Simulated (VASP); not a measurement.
# AlNi (P4/mmm) in VASP: a series of runs, part 2 of 2

VASP 6.6.1. Earlier steps stand in the parts before.

## (3) Single point, PBEsol (uniaxial strain along c: +2.0 %, then relaxed in part)

Contents of INCAR:

```
PREC = Accurate ; ENCUT = 600
EDIFF = 1E-6 ; ISMEAR = 0
SIGMA = 0.1 ; LREAL = False
LASPH = True ; NELM = 120
ALGO = Normal ; ISIF = 2
LWAVE = False ; LCHARG = False
GGA = PS ; NBANDS = 14
GGA_COMPAT = False
```

Contents of KPOINTS:

```
regular mesh
0
Gamma
  14 14 14
```

Contents of POSCAR:

```
AlNi
1.0
    2.8369932667      0.0000000000      0.0000000000
    0.0000000000      2.8369932667      0.0000000000
    0.0000000000      0.0000000000      2.9267970637
Al Ni
1 1
Direct
    0.0000000000      0.0000000000      0.0000000000
    0.5000000000      0.5000000000      0.5000000000
```

Potentials or basis: VASP PAW PBE potentials, release 64 (Al, Ni).

Started as:

```sh
$ cat potpaw_PBE.64/Al/POTCAR potpaw_PBE.64/Ni/POTCAR > POTCAR
$ mpirun -np 1 vasp_std > vasp.out
```

OUTCAR:

```text
PREC = Accurate
   ENCUT = 600
   EDIFF = 1E-6
   ISMEAR = 0
   LREAL = False
   LASPH = True
   NELM = 120
   ISIF = 2
   GGA = PS

 ion  position               nearest neighbor table
   1  0.000  0.000  0.000-   2 2.48   2 2.48   2 2.48   2 2.48   2 2.48   2 2.48   2 2.48   2 2.48

   2  0.500  0.500  0.500-   1 2.48   1 2.48   1 2.48   1 2.48   1 2.48   1 2.48   1 2.48   1 2.48

  LATTYP: Found a simple tetragonal cell.
 ALAT       =     2.8369932667
 C/A-ratio  =     1.0316545683

  Lattice vectors:

 A1 = (   2.8369932667,   0.0000000000,   0.0000000000)
 A2 = (   0.0000000000,   2.8369932667,   0.0000000000)
 A3 = (   0.0000000000,   0.0000000000,   2.9267970637)

Analysis of symmetry for initial positions (statically):
=====================================================================
 Subroutine PRICEL returns:
 Original cell was already a primitive cell.

 Routine SETGRP: Setting up the symmetry group for a
 simple tetragonal supercell.

 Subroutine GETGRP returns: Found 16 space group operations
 (whereof 16 operations were pure point group operations)
 out of a pool of 16 trial point group operations.

The static configuration has the point symmetry D_4h.

Analysis of symmetry for dynamics (positions and initial velocities):
=====================================================================
 Subroutine PRICEL returns:
 Original cell was already a primitive cell.

 Routine SETGRP: Setting up the symmetry group for a
 simple tetragonal supercell.

 Subroutine GETGRP returns: Found 16 space group operations
 (whereof 16 operations were pure point group operations)
 out of a pool of 16 trial point group operations.

The dynamic configuration has the point symmetry D_4h.

 Subroutine INISYM returns: Found 16 space group operations
 (whereof 16 operations are pure point group operations),
 and found     1 'primitive' translations

[... 123 lines left out ...]
   LEPSILON=     F    determine dielectric tensor
   LRPA    =     F    only Hartree local field effects (RPA)
 non-spin polarized calculation
 Gauss-broadening in eV      SIGMA  =   0.10
  energy-cutoff  :      600.00
  volume of cell :       23.56
 maximum number of plane-waves:       812
 NGX is ok and might be reduce to    24
   NGX = 11   NGY = 11   NGZ = 11

 number of electron      13.0000002 magnetization

 Free energy of the ion-electron system (eV)
  ---------------------------------------------------
  ext. energy  EPLUGINS =         0.00000000
  ---------------------------------------------------
  free energy    TOTEN  =       -11.58350977 eV

  energy without entropy =      -11.57869213  energy(sigma->0) =      -11.58110095

 E-fermi :  10.0829     XC(G=0): -12.2391

 val. band max:       10.0710669360   @ k =   0.3571   0.3571   0.5000
 cond. band min:      10.0920601074   @ k =   0.3571   0.2143   0.0000
 fundamental gap:      0.0209931715
 Fermi energy:        10.0828645127

 k-point     1 :       0.0000    0.0000    0.0000
  band No.  band energies     occupation
      1      -1.1460      2.00000
      2       6.7710      2.00000
      3       6.7971      2.00000
      4       8.4963      2.00000
      5       8.4963      2.00000
      6       8.5812      2.00000
      7      14.9217      0.00000
      8      16.0354      0.00000
      9      16.0354      0.00000
     10      18.1195      0.00000
     11      18.4157      0.00000
     12      24.1403      0.00000
     13      30.9450      0.00000
     14      30.9450      0.00000
[... 377 lines left out ...]
      1       1.9825      2.00000
      2       5.8783      2.00000
      3       7.2230      2.00000
      4       7.7945      2.00000
      5       7.8858      2.00000
      6       8.2750      2.00000
      7      10.0921      0.89653
      8      14.1408      0.00000
      9      18.2210      0.00000
     10      18.7388      0.00000
     11      21.4870      0.00000
     12      23.5743      0.00000
     13      25.9789      0.00000
     14      27.6759      0.00000

 [... further k-points ...]

------------------------ aborting loop because EDIFF is reached ----------------------------------------

  FORCE on cell =-STRESS in cart. coord.  units (eV):
  Direction    XX          YY          ZZ          XY          YZ          ZX
  --------------------------------------------------------------------------------------
  -------------------------------------------------------------------------------------
  Total        0.0109061      0.0109061     -0.3259245      0.0000000     -0.0000000      0.0000000
  in kB        0.7417750      0.7417750    -22.1675839      0.0000000     -0.0000000      0.0000000
  external PRESSURE =      -6.8946779 kB  Pullay stress =       0.0000000 kB

 VOLUME and BASIS-vectors are now :
 -----------------------------------------------------------------------------
  energy-cutoff  :      600.00
  volume of cell :       23.56
      direct lattice vectors                 reciprocal lattice vectors
     2.836993267  0.000000000  0.000000000     0.352485856  0.000000000  0.000000000
     0.000000000  2.836993267  0.000000000     0.000000000  0.352485856  0.000000000
     0.000000000  0.000000000  2.926797064     0.000000000  0.000000000  0.341670426

 POSITION                                       TOTAL-FORCE (eV/Angst)
 -----------------------------------------------------------------------------------
      0.00000      0.00000      0.00000         0.000000      0.000000      0.000000
      1.41850      1.41850      1.46340         0.000000      0.000000      0.000000
 -----------------------------------------------------------------------------------
    total drift:                                0.000000      0.000000     -0.000000

  FREE ENERGIE OF THE ION-ELECTRON SYSTEM (eV)
  ---------------------------------------------------
  free  energy   TOTEN  =       -11.5835097700 eV

  energy  without entropy=      -11.5786921343  energy(sigma->0) =      -11.58110095
```

OSZICAR:

```text
N       E                     dE             d eps       ncg     rms          rms(c)
DAV:   1     0.434036267722E+02    0.43404E+02   -0.59426E+03  8168   0.110E+03
DAV:   2    -0.112595887337E+02   -0.54663E+02   -0.49648E+02  8694   0.194E+02
DAV:   3    -0.132015515101E+02   -0.19420E+01   -0.19229E+01 10074   0.396E+01
DAV:   4    -0.132276618547E+02   -0.26110E-01   -0.26102E-01  9652   0.416E+00
DAV:   5    -0.132284378784E+02   -0.77602E-03   -0.77601E-03 10340   0.788E-01    0.128E+01
DAV:   6    -0.152891267831E+02   -0.20607E+01   -0.51004E+01  9378   0.101E+02    0.163E+01
DAV:   7    -0.116167133654E+02    0.36724E+01   -0.14730E+01  9594   0.597E+01    0.112E+00
DAV:   8    -0.115985913031E+02    0.18122E-01   -0.31974E-01 10252   0.610E+00    0.999E-01
DAV:   9    -0.115839498431E+02    0.14641E-01   -0.43757E-02 10368   0.267E+00    0.215E-01
DAV:  10    -0.115835094564E+02    0.44039E-03   -0.18512E-03 10962   0.586E-01    0.780E-02
DAV:  11    -0.115835106532E+02   -0.11968E-05   -0.55110E-05  9784   0.590E-02    0.147E-02
DAV:  12    -0.115835097700E+02    0.88321E-06   -0.51039E-06  9992   0.324E-02
   1 F= -.11583510E+02 E0= -.11581101E+02  d E =-.481764E-02
```

It took 88 s on 1 thread of Intel Xeon 8259CL, shared host; peak memory 0.24 GiB.

Results:

```yaml
Free_energy: -11.5835 eV
Pressure: -0.7 GPa
Band_gap_on_the_k_mesh: zero (an odd number of electrons rules out a gap without spin polarisation)
```

Stress tensor (GPa, compression positive):
```
 0.07  0.00  0.00
 0.00  0.07  0.00
 0.00  0.00 -2.22
```

Levels at points of the mesh, in eV from the Fermi level:
```csv
k point,band 3,band 4,band 5,band 6,band 7,band 8,band 9,band 10,band 11,band 12
"(0.00, 0.00, 0.00)",-3.29,-1.59,-1.59,-1.50,4.84,5.95,5.95,8.04,8.33,14.06
"(0.50, 0.00, 0.00)",-2.79,-2.40,-2.22,-1.49,-0.57,8.30,9.43,10.47,10.57,11.48
"(0.50, 0.50, 0.00)",-2.76,-2.76,-2.20,-2.20,-0.98,1.70,2.77,11.97,14.83,14.83
"(0.00, 0.00, 0.50)",-2.85,-2.22,-2.22,-1.43,-0.80,8.34,10.35,10.35,11.16,11.16
"(0.50, 0.00, 0.50)",-3.05,-2.90,-2.08,-2.05,-1.05,1.41,2.49,12.74,15.33,15.65
"(0.50, 0.50, 0.50)",-4.15,-1.03,-0.95,1.94,2.01,2.01,3.88,4.44,4.44,4.78
```

Caveat: the cell differs from its parent crystal (uniaxial strain along c: +2.0 %, then relaxed in part); the PAW data sets were made with another functional, which shifts forces and pressure a little. Spin polarisation is off, so any magnetic state and its effect on volume and gap are missing.

## (4) Single point, PBEsol (uniaxial strain along c: +2.0 %)

Contents of INCAR:

```
SYSTEM = AlNi
PREC = Accurate ; ENCUT = 600
EDIFF = 1E-6 ; ISMEAR = 0
SIGMA = 0.1 ; LREAL = .FALSE.
LASPH = .TRUE. ; NELM = 120
ALGO = Normal ; ISIF = 2
LWAVE = .FALSE. ; LCHARG = .TRUE.
GGA = PS ; LELF = .TRUE.
LVHAR = .TRUE. ; NBANDS = 14
GGA_COMPAT = .FALSE.
```

Contents of KPOINTS:

```
regular mesh
0
G
  14 14 14
  0 0 0
```

Contents of POSCAR:

```
AlNi
1.0
    2.8443118427      0.0000000000      0.0000000000
    0.0000000000      2.8443118427      0.0000000000
    0.0000000000      0.0000000000      2.9267970637
Al Ni
1 1
Direct
    0.0000000000      0.0000000000      0.0000000000
    0.5000000000      0.5000000000      0.5000000000
```

Potentials or basis: VASP PAW PBE potentials, release 64 (Al, Ni).

Started as:

```sh
$ cat potpaw_PBE.64/Al/POTCAR potpaw_PBE.64/Ni/POTCAR > POTCAR
$ mpirun -np 1 vasp_std > vasp.out
```

OUTCAR:

```text
SYSTEM = AlNi
   PREC = Accurate
   ENCUT = 600
   EDIFF = 1E-6
   ISMEAR = 0
   LREAL = .FALSE.
   LASPH = .TRUE.
   NELM = 120
   ISIF = 2
   GGA = PS

 ion  position               nearest neighbor table
   1  0.000  0.000  0.000-   2 2.49   2 2.49   2 2.49   2 2.49   2 2.49   2 2.49   2 2.49   2 2.49

   2  0.500  0.500  0.500-   1 2.49   1 2.49   1 2.49   1 2.49   1 2.49   1 2.49   1 2.49   1 2.49

  LATTYP: Found a simple tetragonal cell.
 ALAT       =     2.8443118427
 C/A-ratio  =     1.0290000624

  Lattice vectors:

 A1 = (   2.8443118427,   0.0000000000,   0.0000000000)
 A2 = (   0.0000000000,   2.8443118427,   0.0000000000)
 A3 = (   0.0000000000,   0.0000000000,   2.9267970637)

Analysis of symmetry for initial positions (statically):
=====================================================================
 Subroutine PRICEL returns:
 Original cell was already a primitive cell.

 Routine SETGRP: Setting up the symmetry group for a
 simple tetragonal supercell.

 Subroutine GETGRP returns: Found 16 space group operations
 (whereof 16 operations were pure point group operations)
 out of a pool of 16 trial point group operations.

The static configuration has the point symmetry D_4h.

Analysis of symmetry for dynamics (positions and initial velocities):
=====================================================================
 Subroutine PRICEL returns:
 Original cell was already a primitive cell.

 Routine SETGRP: Setting up the symmetry group for a
 simple tetragonal supercell.

 Subroutine GETGRP returns: Found 16 space group operations
 (whereof 16 operations were pure point group operations)
 out of a pool of 16 trial point group operations.

The dynamic configuration has the point symmetry D_4h.

 Subroutine INISYM returns: Found 16 space group operations
 (whereof 16 operations are pure point group operations),
 and found     1 'primitive' translations

----------------------------------------------------------------------------------------

                                     Primitive cell

[... 121 lines left out ...]
 non-spin polarized calculation
 Gauss-broadening in eV      SIGMA  =   0.10
  energy-cutoff  :      600.00
  volume of cell :       23.68
 maximum number of plane-waves:       820
 NGX is ok and might be reduce to    24
   NGX = 11   NGY = 11   NGZ = 11

 number of electron      13.0000004 magnetization

 Free energy of the ion-electron system (eV)
  ---------------------------------------------------
  ext. energy  EPLUGINS =         0.00000000
  ---------------------------------------------------
  free energy    TOTEN  =       -11.58328154 eV

  energy without entropy =      -11.57844814  energy(sigma->0) =      -11.58086484

 E-fermi :  10.0123     XC(G=0): -12.2140

 val. band max:       10.0103886001   @ k =   0.3571   0.3571   0.5000
 cond. band min:      10.0135508464   @ k =   0.2143   0.1429   0.3571
 fundamental gap:      0.0031622463
 Fermi energy:        10.0123136058

 k-point     1 :       0.0000    0.0000    0.0000
  band No.  band energies     occupation
      1      -1.1766      2.00000
      2       6.7296      2.00000
      3       6.7527      2.00000
      4       8.4408      2.00000
      5       8.4408      2.00000
      6       8.5181      2.00000
      7      14.8933      0.00000
      8      15.9118      0.00000
      9      15.9118      0.00000
     10      18.0513      0.00000
     11      18.3201      0.00000
     12      23.9715      0.00000
     13      30.8343      0.00000
     14      30.8343      0.00000
[... 377 lines left out ...]
      1       1.9365      2.00000
      2       5.8247      2.00000
      3       7.1716      2.00000
      4       7.7366      2.00000
      5       7.8405      2.00000
      6       8.2234      2.00000
      7      10.0140      0.98126
      8      14.0327      0.00000
      9      18.1127      0.00000
     10      18.6850      0.00000
     11      21.3980      0.00000
     12      23.4979      0.00000
     13      25.8921      0.00000
     14      27.5859      0.00000

 [... further k-points ...]

------------------------ aborting loop because EDIFF is reached ----------------------------------------

  FORCE on cell =-STRESS in cart. coord.  units (eV):
  Direction    XX          YY          ZZ          XY          YZ          ZX
  --------------------------------------------------------------------------------------
  -------------------------------------------------------------------------------------
  Total       -0.1281917     -0.1281917     -0.4340589      0.0000000      0.0000000      0.0000000
  in kB       -8.6740792     -8.6740792    -29.3705588      0.0000000      0.0000000      0.0000000
  external PRESSURE =     -15.5729057 kB  Pullay stress =       0.0000000 kB

 VOLUME and BASIS-vectors are now :
 -----------------------------------------------------------------------------
  energy-cutoff  :      600.00
  volume of cell :       23.68
      direct lattice vectors                 reciprocal lattice vectors
     2.844311843  0.000000000  0.000000000     0.351578890  0.000000000  0.000000000
     0.000000000  2.844311843  0.000000000     0.000000000  0.351578890  0.000000000
     0.000000000  0.000000000  2.926797064     0.000000000  0.000000000  0.341670426

 POSITION                                       TOTAL-FORCE (eV/Angst)
 -----------------------------------------------------------------------------------
      0.00000      0.00000      0.00000         0.000000      0.000000      0.000000
      1.42216      1.42216      1.46340         0.000000      0.000000      0.000000
 -----------------------------------------------------------------------------------
    total drift:                                0.000000      0.000000     -0.000000

  FREE ENERGIE OF THE ION-ELECTRON SYSTEM (eV)
  ---------------------------------------------------
  free  energy   TOTEN  =       -11.5832815444 eV

  energy  without entropy=      -11.5784481367  energy(sigma->0) =      -11.58086484
```

stdout:

```text
POSCAR found type information on POSCAR AlNi
 POSCAR found :  2 types and       2 ions
 scaLAPACK will be used
 -----------------------------------------------------------------------------
|                                                                             |
|                                                                             |
|     You enforced a specific xc type in the INCAR file but a different       |
|     I HOPE YOU KNOW WHAT YOU ARE DOING!                                     |
|                                                                             |
 -----------------------------------------------------------------------------

 LDA part: xc-table for (Slater+PW92), standard interpolation
 POSCAR, INCAR and KPOINTS ok, starting setup
 FFT: planning ... GRIDC
 FFT: planning ... GRID_SOFT
 FFT: planning ... GRID
 WAVECAR not read
 entering main loop
```

It took 75 s on 1 thread of Intel Xeon 8259CL, shared host; peak memory 0.24 GiB.

What came out:

- Free energy: -11.5833 eV
- Pressure: -1.6 GPa
- Band gap on the k mesh: zero (an odd number of electrons rules out a gap without spin polarisation)

Levels at points of the mesh, in eV from the Fermi level:
| k point | band 3 | band 4 | band 5 | band 6 | band 7 | band 8 | band 9 | band 10 | band 11 | band 12 |
| --- | --- | --- | --- | --- | --- | --- | --- | --- | --- | --- |
| (0.00, 0.00, 0.00) | -3.26 | -1.57 | -1.57 | -1.49 | 4.88 | 5.90 | 5.90 | 8.04 | 8.31 | 13.96 |
| (0.50, 0.00, 0.00) | -2.77 | -2.37 | -2.21 | -1.47 | -0.57 | 8.30 | 9.46 | 10.42 | 10.56 | 11.40 |
| (0.50, 0.50, 0.00) | -2.76 | -2.76 | -2.17 | -2.17 | -0.97 | 1.67 | 2.73 | 11.96 | 14.83 | 14.83 |
| (0.00, 0.00, 0.50) | -2.82 | -2.21 | -2.21 | -1.42 | -0.78 | 8.33 | 10.30 | 10.30 | 11.10 | 11.10 |
| (0.50, 0.00, 0.50) | -3.02 | -2.88 | -2.06 | -2.04 | -1.04 | 1.41 | 2.47 | 12.66 | 15.28 | 15.58 |
| (0.50, 0.50, 0.50) | -4.13 | -1.02 | -0.95 | 1.95 | 2.01 | 2.01 | 3.83 | 4.43 | 4.43 | 4.74 |

Caveat: the cell differs from its parent crystal (uniaxial strain along c: +2.0 %); the PAW data sets were made with another functional, which shifts forces and pressure a little. Spin polarisation is off, so any magnetic state and its effect on volume and gap are missing.

## (5) Summary

| cell | gap on the mesh (eV) | pressure (GPa) |
| --- | --- | --- |
| a = 2.851, b = 2.851, c = 2.898 Å, 2 atoms | none | -0.8 |
| a = 2.837, b = 2.837, c = 2.927 Å, 2 atoms | none | -0.7 |
| a = 2.844, b = 2.844, c = 2.927 Å, 2 atoms | none | -1.6 |

Alike in all rows: task single point; level PBEsol; potentials or basis VASP PAW PBE potentials, release 64 (Al, Ni); no spin polarisation; k mesh 14 × 14 × 14; cutoff (eV) 600; smearing gaussian 0.1 eV.

Caveats: the PAW data sets were made with another functional, which shifts forces and pressure a little.

Total energies depend on the potentials used, so only differences within one code and one set of settings carry meaning.
